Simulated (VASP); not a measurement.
# I in VASP: notebook

I is run at these levels: LDA; tasks: single point, relaxation of cell and atoms.

Everything below comes from runs of VASP 6.6.1. Logs are shortened: lines on timing, memory, paths and dates and some standing lists are left out, and cuts for length are marked.

**1. The cell of the first run**

It takes space group Fm-3m (No. 225, cubic). The conventional cell has a = 3.938 Å, b = 3.938 Å, c = 3.938 Å, α = 90.00°, β = 90.00°, γ = 90.00°. I (site symmetry m-3m) has 12 I at 2.78 Å within 3.7 Å.

**2. Single point, LDA**

The input, INCAR:

```
SYSTEM = I
  PREC = Accurate
  ENCUT = 520
  EDIFF = 1E-6
  ISMEAR = -1
  SIGMA = 0.05
  LREAL = .FALSE.
  LASPH = .TRUE.
  NELM = 80
  ALGO = Normal
  ISIF = 2
  LWAVE = .FALSE.
  LCHARG = .FALSE.
  NBANDS = 10
```

The input, KPOINTS:

```
regular mesh
0
G
  16 16 16
  0 0 0
```

The input, POSCAR:

```
I
1.0
    0.0000000000      1.9691373765      1.9691373765
    1.9691373765      0.0000000000      1.9691373765
    1.9691373765      1.9691373765      0.0000000000
I
1
Direct
    0.0000000000      0.0000000000      0.0000000000
```

Potentials or basis: VASP PAW LDA potentials, release 64 (I).

The run is started by

```bash
> cat potpaw_LDA.64/I/POTCAR > POTCAR
> mpirun -np 1 vasp_std > vasp.out
```

OUTCAR:

```text
SYSTEM = I
   PREC = Accurate
   ENCUT = 520
   EDIFF = 1E-6
   ISMEAR = -1
   LREAL = .FALSE.
   LASPH = .TRUE.
   NELM = 80
   ISIF = 2

 ion  position               nearest neighbor table
   1  0.000  0.000  0.000-

  LATTYP: Found a face centered cubic cell.
 ALAT       =     3.9382747530

  Lattice vectors:

 A1 = (   0.0000000000,   1.9691373765,   1.9691373765)
 A2 = (   1.9691373765,   0.0000000000,   1.9691373765)
 A3 = (   1.9691373765,   1.9691373765,   0.0000000000)

Analysis of symmetry for initial positions (statically):
=====================================================================
 Subroutine PRICEL returns:
 Original cell was already a primitive cell.

 Routine SETGRP: Setting up the symmetry group for a
 face centered cubic supercell.

 Subroutine GETGRP returns: Found 48 space group operations
 (whereof 48 operations were pure point group operations)
 out of a pool of 48 trial point group operations.

The static configuration has the point symmetry O_h .

Analysis of symmetry for dynamics (positions and initial velocities):
=====================================================================
 Subroutine PRICEL returns:
 Original cell was already a primitive cell.

 Routine SETGRP: Setting up the symmetry group for a
 face centered cubic supercell.

 Subroutine GETGRP returns: Found 48 space group operations
 (whereof 48 operations were pure point group operations)
 out of a pool of 48 trial point group operations.

The dynamic configuration has the point symmetry O_h .

 Subroutine INISYM returns: Found 48 space group operations
 (whereof 48 operations are pure point group operations),
 and found     1 'primitive' translations

----------------------------------------------------------------------------------------

                                     Primitive cell

  volume of cell :      15.2707

  direct lattice vectors                    reciprocal lattice vectors
     0.000000000  1.969137376  1.969137376    -0.253918292  0.253918292  0.253918292
     1.969137376  0.000000000  1.969137376     0.253918292 -0.253918292  0.253918292
     1.969137376  1.969137376  0.000000000     0.253918292  0.253918292 -0.253918292

  length of vectors
     2.784780784  2.784780784  2.784780784     0.439799383  0.439799383  0.439799383

  position of ions in fractional coordinates (direct lattice)
     0.000000000  0.000000000  0.000000000

  ion indices of the primitive-cell ions
   primitive index   ion index
                 1           1

----------------------------------------------------------------------------------------

 KPOINTS: regular mesh

Automatic generation of k-mesh.
 Grid dimensions read from file:
 generate k-points for:   16   16   16

 Generating k-lattice:

  Cartesian coordinates                     Fractional coordinates (reciprocal lattice)
    -0.015869893  0.015869893  0.015869893     0.062500000  0.000000000  0.000000000
     0.015869893 -0.015869893  0.015869893     0.000000000  0.062500000  0.000000000
     0.015869893  0.015869893 -0.015869893     0.000000000  0.000000000  0.062500000

  Length of vectors
     0.027487461  0.027487461  0.027487461

  Shift w.r.t. Gamma in fractional coordinates (k-lattice)
     0.000000000  0.000000000  0.000000000

 Subroutine IBZKPT returns following result:
 ===========================================

 Found    145 irreducible k-points:

 Following reciprocal coordinates:
            Coordinates               Weight
  0.000000  0.000000  0.000000      1.000000
  0.062500  0.000000  0.000000      8.000000
  0.125000  0.000000  0.000000      8.000000
  0.187500  0.000000  0.000000      8.000000
  0.250000  0.000000  0.000000      8.000000
  0.312500  0.000000  0.000000      8.000000
[... 16 lines left out ...]
 -0.125000  0.062500  0.000000     24.000000
 -0.062500  0.062500  0.000000     12.000000
 [... further k-points ...]
   k-points           NKPTS =    145   k-points in BZ     NKDIM =    145   number of bands    NBANDS=     10
   number of dos      NEDOS =    301   number of ions     NIONS =      1
   total plane-waves  NPLWV =  13824
   dimension x,y,z NGX =    24 NGY =   24 NGZ =   24
   dimension x,y,z NGXF=    48 NGYF=   48 NGZF=   48
   ions per type =               1
   NGX,Y,Z   is equivalent  to a cutoff of  14.33, 14.33, 14.33 a.u.
   NGXF,Y,Z  is equivalent  to a cutoff of  28.66, 28.66, 28.66 a.u.
 SYSTEM =  I
   PREC   = accura    normal or accurate (medium, high low for compatibility)
   ISTART =      0    job   : 0-new  1-cont  2-samecut
   ICHARG =      2    charge: 1-file 2-atom 10-const
   ISPIN  =      1    spin polarized calculation?
   LNONCOLLINEAR =      F non collinear calculations
   LSORBIT =      F    spin-orbit coupling
   LASPH  =      T    aspherical Exc in radial PAW
   ENCUT  =  520.0 eV  38.22 Ry    6.18 a.u.   5.18  5.18  5.18*2*pi/ulx,y,z
   NELM   =     80;   NELMIN=  2; NELMDL= -5     # of ELM steps
   EDIFF  = 0.1E-05   stopping-criterion for ELM
   LREAL  =      F    real-space projection
   EDIFFG = 0.1E-04   stopping-criterion for IOM
   NSW    =      0    number of steps for IOM
   IBRION =     -1    ionic relax: 0-MD 1-quasi-New 2-CG
   NFREE  =      0    steps in history (QN), initial steepest desc. (CG)
   ISIF   =      2    stress and relaxation
   ISYM   =      2    0-nonsym 1-usesym 2-fastsym
   POTIM  = 0.5000    time-step for ionic-motion
   TEBEG  =    0.0;   TEEND  =   0.0 temperature during run
   PSTRESS=    0.0 pullay stress
   NELECT =       7.0000    total number of electrons
   NUPDOWN=      -1.0000    fix difference up-down
   EMIN   =  10.00;   EMAX   =-10.00  energy-range for DOS
   EFERMI =   0.00;   METHOD = LEGACY
   ISMEAR =    -1;   SIGMA  =   0.05  broadening in eV -4-tet -1-fermi 0-gaus
   EFERMI_NEDOS =   21; number of points for ismear=-14 and -15
   IALGO  =     38    algorithm
   IMIX   =      4    mixing-type and parameters
     AMIX     =   0.40;   BMIX     =  1.00
     AMIX_MAG =   1.60;   BMIX_MAG =  1.00
  volume/ion in A,a.u.               =      15.27       103.05
  Fermi-wavevector in a.u.,A,eV,Ry     =   1.262277  2.385359 21.678767  1.593344
  Thomas-Fermi vector in A             =   2.395694
   LORBIT       =      0    0 simple, 1 ext, 2 COOP (PROOUT), +10 PAW based schemes
   GGA     = CA    functional components
   LHFCALC =     F    Hartree Fock is set to
   AEXX    =    0.0000 exact exchange contribution
   IVDW    =     0    specifies the selected vdW correction
   LEPSILON=     F    determine dielectric tensor
   LRPA    =     F    only Hartree local field effects (RPA)
 non-spin polarized calculation
  energy-cutoff  :      520.00
  volume of cell :       15.27
 maximum number of plane-waves:       428
 NGX is ok and might be reduce to    24

 number of electron       7.0000000 magnetization

 Free energy of the ion-electron system (eV)
  ---------------------------------------------------
  ext. energy  EPLUGINS =         0.00000000
  ---------------------------------------------------
  free energy    TOTEN  =         2.06072593 eV

  energy without entropy =        2.06365095  energy(sigma->0) =        2.06218844

 E-fermi :  20.0919     XC(G=0): -13.2542

 val. band max:       20.0849448261   @ k =   0.2500   0.1250   0.0625
 cond. band min:      20.1578758913   @ k =   0.3125   0.1250   0.0000
 fundamental gap:      0.0729310651
 Fermi energy:        20.0919207411

 k-point     1 :       0.0000    0.0000    0.0000
  band No.  band energies     occupation
      1      -2.8841      2.00000
      2      24.4592      0.00000
      3      24.4592      0.00000
      4      24.4592      0.00000
      5      28.0306      0.00000
      6      29.5320      0.00000
      7      29.5320      0.00000
      8      29.5320      0.00000
      9      35.5579      0.00000
     10      35.5581      0.00000

 k-point     2 :       0.0625    0.0000    0.0000
  band No.  band energies     occupation
      1      -2.7648      2.00000
      2      23.1546      0.00000
      3      24.2529      0.00000
      4      24.2529      0.00000
      5      27.4600      0.00000
      6      29.8550      0.00000
      7      29.8550      0.00000
      8      31.1959      0.00000
      9      34.4516      0.00000
     10      34.4560      0.00000

 k-point     3 :       0.1250    0.0000    0.0000
  band No.  band energies     occupation
      1      -2.4074      2.00000
      2      20.5055      0.00051
      3      23.7606      0.00000
      4      23.7606      0.00000
      5      27.2088      0.00000
      6      30.6370      0.00000
      7      30.6370      0.00000
      8      33.0906      0.00000
      9      33.0907      0.00000
     10      33.3063      0.00000

 k-point     4 :       0.1875    0.0000    0.0000
  band No.  band energies     occupation
      1      -1.8126      2.00000
      2      17.6253      2.00000
      3      23.1783      0.00000
      4      23.1783      0.00000
      5      27.1269      0.00000
      6      30.9875      0.00000
      7      30.9875      0.00000
      8      32.3514      0.00000
      9      32.6727      0.00000
     10      32.6727      0.00000
[... 222 lines left out ...]
 k-point    22 :      -0.1875    0.0625    0.0000
  band No.  band energies     occupation
      1      -1.4563      2.00000
      2      16.7489      2.00000
      3      21.1145      0.00000
      4      23.8929      0.00000
      5      27.6398      0.00000
      6      29.9847      0.00000
      7      30.3137      0.00000
      8      31.8751      0.00000
      9      32.7874      0.00000
     10      34.4075      0.00000

 k-point    23 :      -0.1250    0.0625    0.0000
  band No.  band energies     occupation
      1      -2.1295      2.00000
      2      19.5987      1.99990
      3      21.7300      0.00000
      4      24.4110      0.00000
      5      27.5230      0.00000
      6      30.1073      0.00000
      7      31.5610      0.00000
      8      31.7183      0.00000
      9      31.8742      0.00000
     10      34.7800      0.00000

 k-point    24 :      -0.0625    0.0625    0.0000
  band No.  band energies     occupation
      1      -2.5662      2.00000
      2      22.1693      0.00000
      3      22.6359      0.00000
      4      24.5736      0.00000
      5      27.3607      0.00000
      6      29.7035      0.00000
      7      30.9356      0.00000
      8      32.6904      0.00000
      9      32.9107      0.00000
     10      33.0872      0.00000

 [... further k-points ...]

------------------------ aborting loop because EDIFF is reached ----------------------------------------

  FORCE on cell =-STRESS in cart. coord.  units (eV):
  Direction    XX          YY          ZZ          XY          YZ          ZX
  --------------------------------------------------------------------------------------
  -------------------------------------------------------------------------------------
  Total       14.2930657     14.2930657     14.2930657      0.0000000     -0.0000000      0.0000000
  in kB     1499.6086285   1499.6086285   1499.6086285      0.0000000     -0.0000000      0.0000000
  external PRESSURE =    1499.6086285 kB  Pullay stress =       0.0000000 kB

 VOLUME and BASIS-vectors are now :
 -----------------------------------------------------------------------------
  energy-cutoff  :      520.00
  volume of cell :       15.27
      direct lattice vectors                 reciprocal lattice vectors
     0.000000000  1.969137376  1.969137376    -0.253918292  0.253918292  0.253918292
     1.969137376  0.000000000  1.969137376     0.253918292 -0.253918292  0.253918292
     1.969137376  1.969137376  0.000000000     0.253918292  0.253918292 -0.253918292

 POSITION                                       TOTAL-FORCE (eV/Angst)
 -----------------------------------------------------------------------------------
      0.00000      0.00000      0.00000         0.000000      0.000000      0.000000
 -----------------------------------------------------------------------------------
    total drift:                                0.000000      0.000000     -0.000000

  FREE ENERGIE OF THE ION-ELECTRON SYSTEM (eV)
  ---------------------------------------------------
  free  energy   TOTEN  =         2.0607259316 eV

  energy  without entropy=        2.0636509453  energy(sigma->0) =        2.06218844
```

Wall time 6.5 s (1 thread of Intel Xeon 6975P-C (Granite Rapids), shared host); peak memory 0.14 GiB.

What came out:

* Free energy: 2.0607 eV
* Pressure: 150.0 GPa
* Band gap on the k mesh: zero (an odd number of electrons rules out a gap without spin polarisation)

Levels at points of the mesh, in eV from the Fermi level:
```
           k point  band 1  band 2  band 3  band 4  band 5  band 6  band 7  band 8
(0.00, 0.00, 0.00)  -22.98    4.37    4.37    4.37    7.94    9.44    9.44    9.44
(0.50, 0.00, 0.00)  -16.59  -13.47    1.41    1.41    7.49    8.11    8.11    8.47
(0.50, 0.50, 0.00)  -13.63  -12.12   -3.97   -3.97    1.39    1.69   20.07   23.54
```

Caveat: the cell stands under pressure; spin-orbit coupling is left out, which moves the levels of the heavy elements; an odd number of electrons without spin polarisation forces a metal; a magnetic or distorted state may lie lower.

**3. Relaxation of cell and atoms, LDA, target pressure 150 GPa, at which the enthalpy is minimised**

The input, INCAR:

```
SYSTEM = I
ALGO = Normal ; EDIFF = 1E-6
EDIFFG = -0.005 ; ENCUT = 600
IBRION = 2 ; ISIF = 3
ISMEAR = -1 ; LASPH = .True.
LCHARG = .False. ; LREAL = .False.
LWAVE = .False. ; NELM = 80
NSW = 32 ; PREC = Accurate
PSTRESS = 1500.0 ; SIGMA = 0.05
```

The input, KPOINTS:

```
k-points
0
Gamma
  16 16 16
  0 0 0
```

The input, POSCAR:

```
I
1.0
    0.0000000000      1.9690123941      1.9690123941
    1.9690123941      0.0000000000      1.9690123941
    1.9690123941      1.9690123941      0.0000000000
I
1
Direct
    0.0000000000      0.0000000000      0.0000000000
```

Potentials or basis: VASP PAW LDA potentials, release 64 (I).

The run is started by

```bash
> cat potpaw_LDA.64/I/POTCAR > POTCAR
> mpirun -np 1 vasp_std > vasp.out
```

It took 9.3 s on 1 thread of Intel Xeon 6975P-C (Granite Rapids), shared host; peak memory 0.14 GiB.

Results (log left out):

| Property | Result |
| --- | --- |
| Free energy | 2.0619 eV |
| Relaxed volume | 15.27 Å³/atom |
| Relaxed cell | a = 2.785 Å, b = 2.785 Å, c = 2.785 Å, α = 60.00°, β = 60.00°, γ = 60.00° |
| Space group after relaxing (to 0.1 Å) | Fm-3m (No. 225) |
| Energy change on relaxing (the run minimises the enthalpy) | -1.5 meV/atom |
| Ionic steps | 3 |
| Pressure after relaxing | 150.0 GPa |
| Band gap on the k mesh | zero (an odd number of electrons rules out a gap without spin polarisation) |

The path:
```csv
step,energy change (eV),largest force (eV/Å),pressure (GPa),volume (Å³)
1,0.0000,0.0000,150.06,15.27
2,-0.0113,0.0000,149.62,15.28
3,-0.0015,0.0000,149.99,15.27
```

Final structure:
```
I
1.0
     0.00000    1.96908    1.96908
     1.96908    0.00000    1.96908
     1.96908    1.96908    0.00000
I
1
Cartesian
  0.0000 0.0000 0.0000
```

Levels at points of the mesh, in eV from the Fermi level:
```
           k point  band 1  band 2  band 3  band 4  band 5  band 6  band 7
(0.00, 0.00, 0.00)  -22.98    4.37    4.37    4.37    7.94    9.44    9.44
(0.50, 0.00, 0.00)  -16.59  -13.47    1.41    1.41    7.49    8.11    8.11
(0.50, 0.50, 0.00)  -13.63  -12.12   -3.97   -3.97    1.39    1.69   20.07
```

Caveat: the cell is relaxed towards a set pressure, so the run minimises the enthalpy, not the energy; spin-orbit coupling is left out, which moves the levels of the heavy elements; an odd number of electrons without spin polarisation forces a metal; a magnetic or distorted state may lie lower.

**4. Single point, LDA**

This run uses another cell than the first one: it holds 2 atoms, not 1.

The input, INCAR:

```
SYSTEM = I
ALGO = Normal
EDIFF = 1E-7
ENCUT = 520
ISIF = 2
ISMEAR = -1
LASPH = .TRUE.
LCHARG = .FALSE.
LREAL = .FALSE.
LWAVE = .FALSE.
NBANDS = 14
NELM = 80
PREC = Accurate
SIGMA = 0.05
```

The input, KPOINTS:

```
k-points
0
G
  13 13 13
  0 0 0
```

The input, POSCAR:

```
I
1.0
    1.3923215591     -0.8038572269      4.5491096451
    0.0000000000      1.6077144539      4.5491096451
   -1.3923215591     -0.8038572269      4.5491096451
I
2
Direct
    0.2500000000      0.2500000000      0.2500000000
   -0.2500000000     -0.2500000000     -0.2500000000
```

The run is started by

```bash
> cat potpaw_LDA.64/I/POTCAR > POTCAR
> mpirun -np 1 vasp_std > vasp.out
```

It took 58 s on 1 thread of Intel Xeon 6975P-C (Granite Rapids), shared host; peak memory 0.22 GiB.

Results (log left out):

```yaml
Free_energy: 4.1200 eV
Pressure: 149.9 GPa
Band_gap_on_the_k_mesh: zero (bands 7 and 8 overlap by 8.01 eV)
```

Levels at points of the mesh, in eV from the Fermi level:
| k point | band 4 | band 5 | band 6 | band 7 | band 8 | band 9 | band 10 | band 11 |
| --- | --- | --- | --- | --- | --- | --- | --- | --- |
| (0.00, 0.00, 0.00) | 1.49 | 1.49 | 4.43 | 4.44 | 4.44 | 7.56 | 8.01 | 8.19 |

Caveat: the cell stands under pressure; spin-orbit coupling is left out, which moves the levels of the heavy elements.

**5. Relaxation of cell and atoms, LDA, target pressure 150 GPa, at which the enthalpy is minimised**

This run uses another cell than the first one: it holds 2 atoms, not 1.

The input, INCAR:

```
PREC     = Accurate       # precision mode
ENCUT    = 600            # plane-wave cutoff, eV
EDIFF    = 1E-7           # SCF threshold, eV
ISMEAR   = -1             # smearing method
SIGMA    = 0.05           # smearing width, eV
LREAL    = False          # projectors in reciprocal space
LASPH    = True           # aspherical terms in the spheres
NELM     = 80             # most SCF steps
ALGO     = Normal         # electronic algorithm
ISIF     = 3              # what is computed and relaxed
LWAVE    = False          # write WAVECAR
LCHARG   = False          # write CHGCAR
GGA      = CA             # functional
IBRION   = 2              # ionic algorithm
NSW      = 32             # ionic steps
EDIFFG   = -0.005         # ionic threshold
PSTRESS  = 1500.0
```

The input, KPOINTS:

```
Automatic mesh
0
Gamma
  13 13 13
```

The input, POSCAR:

```
I
1.0
    1.3922328644     -0.8038060190      4.5489182114
    0.0000000000      1.6076120381      4.5489182114
   -1.3922328644     -0.8038060190      4.5489182114
I
2
Direct
    0.2499999235      0.2499999235      0.2499999235
   -0.2499999235     -0.2499999235     -0.2499999235
```

The run is started by

```bash
> cat potpaw_LDA.64/I/POTCAR > POTCAR
> mpirun -np 1 vasp_std > vasp.out
```

It took 97 s on 1 thread of Intel Xeon 6975P-C (Granite Rapids), shared host; peak memory 0.25 GiB.

The run converged. Its results:

| Item | Value |
| --- | --- |
| Free energy | 4.1219 eV |
| Energy change on relaxing (the run minimises the enthalpy) | -1.4 meV/atom |
| Ionic steps | 3 |
| Pressure after relaxing | 150.0 GPa |
| Band gap on the k mesh | zero (bands 7 and 8 overlap by 8.01 eV) |

The path:
```
step  energy change (eV)  largest force (eV/Å)  pressure (GPa)  volume (Å³)
   1              0.0000                0.0000          150.06        30.54
   2             -0.0235                0.0000          149.59        30.57
   3             -0.0027                0.0000          149.97        30.55
```

Final structure:
```
CELL_PARAMETERS angstrom
1.39229 -0.80384 4.54901
0.00000 1.60767 4.54901
-1.39229 -0.80384 4.54901
ATOMIC_POSITIONS crystal
I 0.25000 0.25000 0.25000
I 0.75000 0.75000 0.75000
```

Levels at points of the mesh, in eV from the Fermi level:
```
           k point  band 4  band 5  band 6  band 7  band 8  band 9  band 10  band 11
(0.00, 0.00, 0.00)    1.49    1.49    4.43    4.44    4.44    7.56     8.01     8.19
```

Caveat: the cell is relaxed towards a set pressure, so the run minimises the enthalpy, not the energy; spin-orbit coupling is left out, which moves the levels of the heavy elements.

**6. Overview**

```tsv
task	cell	k mesh	cutoff (eV)	gap on the mesh (eV)	pressure (GPa)
single point	a = 2.785 Å, angles 60.0°, 1 atom, atomic positions A	16 × 16 × 16	520	none	150.0
relaxation of cell and atoms	relaxed to 150 GPa from a = 2.785 Å, angles 60.0°, 1 atom, atomic positions A	16 × 16 × 16	600	none	150.0
single point	a = 4.825 Å, angles 33.5°, 2 atoms, atomic positions B	13 × 13 × 13	520	none	149.9
relaxation of cell and atoms	relaxed to 150 GPa from a = 4.825 Å, angles 33.5°, 2 atoms, atomic positions B	13 × 13 × 13	600	none	150.0
```

Alike in all rows: level LDA; potentials or basis VASP PAW LDA potentials, release 64 (I); no spin polarisation; smearing fermi-dirac 0.05 eV.

Caveats: spin-orbit coupling is left out, which moves the levels of the heavy elements; the cell stands under pressure (at least some runs); an odd number of electrons without spin polarisation forces a metal (at least some runs); a magnetic or distorted state may lie lower (at least some runs); the cell is relaxed towards a set pressure, so the run minimises the enthalpy, not the energy (at least some runs).

Absolute energies hang on the potentials; compare differences alone.

The gap in the log of VASP goes by the Fermi energy; the results here count the filled bands.